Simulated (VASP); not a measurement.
# CdS (Greenockite) in VASP: a series of runs, part 2 of 2

VASP 6.6.1.

**4. Single point, LDA (volume scaled by 0.94)**

Input file INCAR:

```
SYSTEM = CdS
PREC = Accurate
ENCUT = 520
EDIFF = 1E-6
ISMEAR = -1
SIGMA = 0.05
LREAL = .FALSE.
LASPH = .TRUE.
NELM = 80
ALGO = Normal
ISIF = 2
LWAVE = .FALSE.
LCHARG = .TRUE.
LELF = .TRUE.
LVHAR = .TRUE.
NBANDS = 26
```

Input file KPOINTS:

```
Automatic mesh
0
G
  7 7 4
  0 0 0
```

Input file POSCAR:

```
CdS
1.0
    4.0652823512      0.0000000000      0.0000000000
   -2.0326411756      3.5206377897      0.0000000000
    0.0000000000      0.0000000000      6.5994716144
Cd S
2 2
Direct
    0.6666666667      0.3333333333      0.5000000000
    0.3333333333      0.6666666667      0.0000000000
    0.6666666667      0.3333333333      0.8750000000
    0.3333333333      0.6666666667      0.3750000000
```

Potentials or basis: VASP PAW LDA potentials, release 64 (Cd, S).

Run with:

```sh
$ cat potpaw_LDA.64/Cd/POTCAR potpaw_LDA.64/S/POTCAR > POTCAR
$ mpirun -np 1 vasp_std > vasp.out
```

OUTCAR:

```text
SYSTEM = CdS
   PREC = Accurate
   ENCUT = 520
   EDIFF = 1E-6
   ISMEAR = -1
   LREAL = .FALSE.
   LASPH = .TRUE.
   NELM = 80
   ISIF = 2

 ion  position               nearest neighbor table
   1  0.667  0.333  0.500-   3 2.47   4 2.49   4 2.49   4 2.49
   2  0.333  0.667  0.000-   4 2.47   3 2.49   3 2.49   3 2.49
   3  0.667  0.333  0.875-   1 2.47   2 2.49   2 2.49   2 2.49
   4  0.333  0.667  0.375-   2 2.47   1 2.49   1 2.49   1 2.49

  LATTYP: Found a hexagonal cell.
 ALAT       =     4.0652823512
 C/A-ratio  =     1.6233734940

  Lattice vectors:

 A1 = (   4.0652823512,   0.0000000000,   0.0000000000)
 A2 = (  -2.0326411756,   3.5206377897,   0.0000000000)
 A3 = (   0.0000000000,   0.0000000000,   6.5994716144)

Analysis of symmetry for initial positions (statically):
=====================================================================
 Subroutine PRICEL returns:
 Original cell was already a primitive cell.

 Routine SETGRP: Setting up the symmetry group for a
 hexagonal supercell.

 Subroutine GETGRP returns: Found 12 space group operations
 (whereof  6 operations were pure point group operations)
 out of a pool of 24 trial point group operations.

The static configuration has the point symmetry C_3v.
 The point group associated with its full space group is C_6v.

Analysis of symmetry for dynamics (positions and initial velocities):
=====================================================================
 Subroutine PRICEL returns:
 Original cell was already a primitive cell.

 Routine SETGRP: Setting up the symmetry group for a
 hexagonal supercell.

 Subroutine GETGRP returns: Found 12 space group operations
 (whereof  6 operations were pure point group operations)
 out of a pool of 24 trial point group operations.

The dynamic configuration has the point symmetry C_3v.
 The point group associated with its full space group is C_6v.

 Subroutine INISYM returns: Found 12 space group operations
 (whereof  6 operations are pure point group operations),
 and found     1 'primitive' translations

----------------------------------------------------------------------------------------

                                     Primitive cell

  volume of cell :      94.4542

  direct lattice vectors                    reciprocal lattice vectors
     4.065282351  0.000000000  0.000000000     0.245985374  0.142019722  0.000000000
    -2.032641176  3.520637790  0.000000000     0.000000000  0.284039444  0.000000000
     0.000000000  0.000000000  6.599471614     0.000000000  0.000000000  0.151527283

  length of vectors
     4.065282351  4.065282351  6.599471614     0.284039444  0.284039444  0.151527283

  position of ions in fractional coordinates (direct lattice)
     0.666666667  0.333333333  0.500000000
     0.333333333  0.666666667  0.000000000
     0.666666667  0.333333333  0.875000000
     0.333333333  0.666666667  0.375000000

  ion indices of the primitive-cell ions
   primitive index   ion index
                 1           1
                 2           2
                 3           3
                 4           4

----------------------------------------------------------------------------------------

 KPOINTS: Automatic mesh

Automatic generation of k-mesh.
 Grid dimensions read from file:
 generate k-points for:    7    7    4

 Generating k-lattice:

  Cartesian coordinates                     Fractional coordinates (reciprocal lattice)
     0.035140768  0.020288532  0.000000000     0.142857143  0.000000000  0.000000000
     0.000000000  0.040577063  0.000000000     0.000000000  0.142857143  0.000000000
     0.000000000  0.000000000  0.037881821     0.000000000  0.000000000  0.250000000

  Length of vectors
     0.040577063  0.040577063  0.037881821

  Shift w.r.t. Gamma in fractional coordinates (k-lattice)
     0.000000000  0.000000000  0.000000000

 Subroutine IBZKPT returns following result:
 ===========================================

 Found     24 irreducible k-points:

 Following reciprocal coordinates:
            Coordinates               Weight
  0.000000  0.000000  0.000000      1.000000
  0.142857  0.000000  0.000000      6.000000
  0.285714 -0.000000  0.000000      6.000000
  0.428571  0.000000  0.000000      6.000000
  0.142857  0.142857  0.000000      6.000000
  0.285714  0.142857  0.000000     12.000000
[... 16 lines left out ...]
  0.428571  0.142857  0.500000      6.000000
  0.285714  0.285714  0.500000      6.000000
   k-points           NKPTS =     24   k-points in BZ     NKDIM =     24   number of bands    NBANDS=     26
   number of dos      NEDOS =    301   number of ions     NIONS =      4
   total plane-waves  NPLWV =  45000
   dimension x,y,z NGX =    30 NGY =   30 NGZ =   50
   dimension x,y,z NGXF=    60 NGYF=   60 NGZF=  100
   ions per type =               2   2
   NGX,Y,Z   is equivalent  to a cutoff of  12.27, 12.27, 12.60 a.u.
   NGXF,Y,Z  is equivalent  to a cutoff of  24.54, 24.54, 25.19 a.u.
 SYSTEM =  CdS
   PREC   = accura    normal or accurate (medium, high low for compatibility)
   ISTART =      0    job   : 0-new  1-cont  2-samecut
   ICHARG =      2    charge: 1-file 2-atom 10-const
   ISPIN  =      1    spin polarized calculation?
   LNONCOLLINEAR =      F non collinear calculations
   LSORBIT =      F    spin-orbit coupling
   LASPH  =      T    aspherical Exc in radial PAW
   ENCUT  =  520.0 eV  38.22 Ry    6.18 a.u.   7.56  7.56 12.27*2*pi/ulx,y,z
   NELM   =     80;   NELMIN=  2; NELMDL= -5     # of ELM steps
   EDIFF  = 0.1E-05   stopping-criterion for ELM
   LREAL  =      F    real-space projection
   EDIFFG = 0.1E-04   stopping-criterion for IOM
   NSW    =      0    number of steps for IOM
   IBRION =     -1    ionic relax: 0-MD 1-quasi-New 2-CG
   NFREE  =      0    steps in history (QN), initial steepest desc. (CG)
   ISIF   =      2    stress and relaxation
   ISYM   =      2    0-nonsym 1-usesym 2-fastsym
   POTIM  = 0.5000    time-step for ionic-motion
   TEBEG  =    0.0;   TEEND  =   0.0 temperature during run
   PSTRESS=    0.0 pullay stress
   NELECT =      36.0000    total number of electrons
   NUPDOWN=      -1.0000    fix difference up-down
   EMIN   =  10.00;   EMAX   =-10.00  energy-range for DOS
   EFERMI =   0.00;   METHOD = LEGACY
   ISMEAR =    -1;   SIGMA  =   0.05  broadening in eV -4-tet -1-fermi 0-gaus
   EFERMI_NEDOS =   21; number of points for ismear=-14 and -15
   IALGO  =     38    algorithm
   IMIX   =      4    mixing-type and parameters
     AMIX     =   0.40;   BMIX     =  1.00
     AMIX_MAG =   1.60;   BMIX_MAG =  1.00
  volume/ion in A,a.u.               =      23.61       159.35
  Fermi-wavevector in a.u.,A,eV,Ry     =   1.186958  2.243025 19.168822  1.408869
  Thomas-Fermi vector in A             =   2.323119
   LORBIT       =      0    0 simple, 1 ext, 2 COOP (PROOUT), +10 PAW based schemes
   GGA     = CA    functional components
   LHFCALC =     F    Hartree Fock is set to
   AEXX    =    0.0000 exact exchange contribution
   IVDW    =     0    specifies the selected vdW correction
   LEPSILON=     F    determine dielectric tensor
   LRPA    =     F    only Hartree local field effects (RPA)
 non-spin polarized calculation
  energy-cutoff  :      520.00
  volume of cell :       94.45
 maximum number of plane-waves:      2571
 NGX is ok and might be reduce to    30

 number of electron      36.0000026 magnetization

 Free energy of the ion-electron system (eV)
  ---------------------------------------------------
  ext. energy  EPLUGINS =         0.00000000
  ---------------------------------------------------
  free energy    TOTEN  =       -14.81013169 eV

  energy without entropy =      -14.81013126  energy(sigma->0) =      -14.81013148

 E-fermi :   2.1395     XC(G=0):  -9.8061

 val. band max:        1.5714144552   @ k =   0.0000   0.0000   0.0000
 cond. band min:       2.6535147253   @ k =   0.0000   0.0000   0.0000
 fundamental gap:      1.0821002701
 Fermi energy:         2.1395117362

 k-point     1 :       0.0000    0.0000    0.0000
  band No.  band energies     occupation
      1     -11.1075      2.00000
      2     -10.6031      2.00000
      3      -6.3989      2.00000
      4      -6.3719      2.00000
      5      -6.3719      2.00000
      6      -6.2720      2.00000
[... 685 lines left out ...]
     25      10.1461      0.00000
     26      10.1461      0.00000

------------------------ aborting loop because EDIFF is reached ----------------------------------------

  FORCE on cell =-STRESS in cart. coord.  units (eV):
  Direction    XX          YY          ZZ          XY          YZ          ZX
  --------------------------------------------------------------------------------------
  -------------------------------------------------------------------------------------
  Total        0.5700130      0.5700130      1.0616301      0.0000000      0.0000000      0.0000000
  in kB        9.6688338      9.6688338     18.0078789      0.0000000      0.0000000      0.0000000
  external PRESSURE =      12.4485155 kB  Pullay stress =       0.0000000 kB

 VOLUME and BASIS-vectors are now :
 -----------------------------------------------------------------------------
  energy-cutoff  :      520.00
  volume of cell :       94.45
      direct lattice vectors                 reciprocal lattice vectors
     4.065282351  0.000000000  0.000000000     0.245985374  0.142019722  0.000000000
    -2.032641176  3.520637790  0.000000000     0.000000000  0.284039444  0.000000000
     0.000000000  0.000000000  6.599471614     0.000000000  0.000000000  0.151527283

 POSITION                                       TOTAL-FORCE (eV/Angst)
 -----------------------------------------------------------------------------------
      2.03264      1.17355      3.29974         0.000000      0.000000     -0.075577
     -0.00000      2.34709      0.00000        -0.000000     -0.000000     -0.075577
      2.03264      1.17355      5.77454         0.000000     -0.000000      0.075577
     -0.00000      2.34709      2.47480        -0.000000      0.000000      0.075577
 -----------------------------------------------------------------------------------
    total drift:                                0.000000      0.000000      0.000953

  FREE ENERGIE OF THE ION-ELECTRON SYSTEM (eV)
  ---------------------------------------------------
  free  energy   TOTEN  =       -14.8101316891 eV

  energy  without entropy=      -14.8101312613  energy(sigma->0) =      -14.81013148
```

OSZICAR:

```text
N       E                     dE             d eps       ncg     rms          rms(c)
DAV:   1     0.253268375596E+03    0.25327E+03   -0.17659E+04  1248   0.128E+03
DAV:   2    -0.168546030911E+01   -0.25495E+03   -0.24529E+03  1334   0.326E+02
DAV:   3    -0.156926210280E+02   -0.14007E+02   -0.13918E+02  1526   0.776E+01
DAV:   4    -0.158372758046E+02   -0.14465E+00   -0.14452E+00  1422   0.754E+00
DAV:   5    -0.158393137016E+02   -0.20379E-02   -0.20378E-02  1474   0.900E-01    0.128E+01
DAV:   6    -0.148606621015E+02    0.97865E+00   -0.17373E+00  1664   0.149E+01    0.970E+00
DAV:   7    -0.148260202765E+02    0.34642E-01   -0.71036E-01  1310   0.467E+00    0.361E+00
DAV:   8    -0.148116810318E+02    0.14339E-01   -0.11402E-01  1328   0.335E+00    0.584E-01
DAV:   9    -0.148103835352E+02    0.12975E-02   -0.16796E-02  1376   0.169E+00    0.164E-01
DAV:  10    -0.148101061754E+02    0.27736E-03   -0.10956E-03  1398   0.403E-01    0.768E-02
DAV:  11    -0.148101216962E+02   -0.15521E-04   -0.14930E-04  1398   0.729E-02    0.792E-02
DAV:  12    -0.148101434021E+02   -0.21706E-04   -0.77346E-05  1274   0.434E-02    0.601E-02
DAV:  13    -0.148101433954E+02    0.66407E-08   -0.15573E-05  1300   0.389E-02    0.924E-02
DAV:  14    -0.148101341932E+02    0.92022E-05   -0.10498E-05  1288   0.217E-02    0.530E-02
DAV:  15    -0.148101324929E+02    0.17004E-05   -0.15357E-06   764   0.725E-03    0.375E-02
DAV:  16    -0.148101316891E+02    0.80377E-06   -0.38789E-07   650   0.421E-03
   1 F= -.14810132E+02 E0= -.14810131E+02  d E =-.427812E-06
```

It took 24 s on 1 thread of Intel Xeon 6975P-C (Granite Rapids), shared host; peak memory 0.19 GiB.

Results:

| Property | Result |
| --- | --- |
| Free energy | -14.8101 eV |
| Pressure | 1.2 GPa |
| Largest force | 0.076 eV/Å |
| Band gap on the k mesh | 1.08 eV, direct |

Forces in eV/Å, atoms in the order of the input:
```
Cd   0.000  0.000 -0.076
Cd   0.000  0.000 -0.076
S    0.000  0.000  0.076
S    0.000  0.000  0.076
```

**5. The runs side by side**

| level | potentials or basis | spin | cell | k mesh | smearing | gap on the mesh (eV) | pressure (GPa) | largest force (eV/Å) |
| --- | --- | --- | --- | --- | --- | --- | --- | --- |
| r2SCAN | VASP PAW PBE potentials, release 64 (Cd, S) | collinear, ferromagnetic start | a = 4.150, b = 4.150, c = 6.737 Å, angles 90.0, 90.0, 120.0°, 4 atoms | 5 × 5 × 3 | methfessel-paxton 0.05 eV | 1.66 | 1.0 | - |
| PBE | VASP PAW PBE potentials, release 64 (Cd, S) | off | a = 4.150, b = 4.150, c = 6.737 Å, angles 90.0, 90.0, 120.0°, 4 atoms | 4 × 4 × 2 | fermi-dirac 0.02 eV | 1.19 | 2.5 | 0.06 |
| LDA | VASP PAW LDA potentials, release 64 (Cd, S) | off | a = 4.065, b = 4.065, c = 6.599 Å, angles 90.0, 90.0, 120.0°, 4 atoms | 7 × 7 × 4 | fermi-dirac 0.05 eV | 1.08 | 1.2 | 0.08 |

Some of these runs hold the atoms at other places in the same cell, which the table doesn't show; runs alike in all that it shows share one row.

Alike in all rows: task single point; cutoff (eV) 520.

Caveats: some runs use coarse meshes; the PAW data sets were made with another functional, which shifts forces and pressure a little (some runs).

Absolute energies hang on the potentials; compare differences alone.
